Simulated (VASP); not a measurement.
The system is SnTe.

```
Te Sn
1.0
     0.00000    3.08653    3.08653
     3.08653    0.00000    3.08653
     3.08653    3.08653    0.00000
Te Sn
1 1
Direct
  0.50000 0.50000 0.50000
  0.00000 0.00000 0.00000
```

Base run:

```yaml
Program: VASP 6.6.1
Functional: RPBE
Potentials_or_basis: VASP PAW PBE potentials, release 64 (Te, Sn_d)
Cutoff: 520 eV
k_mesh: 7 × 7 × 7
Occupations: fermi-dirac, width 0.05 eV
Spin: no spin polarisation
```

Its results: pressure 7.2 GPa.

Question: The run is repeated on the same cell with these changes: functional from RPBE to r2SCAN. What comes out?

Answer: Pressure 5.1 GPa.

Caveats: the PAW data sets were made with another functional, which shifts forces and pressure a little.
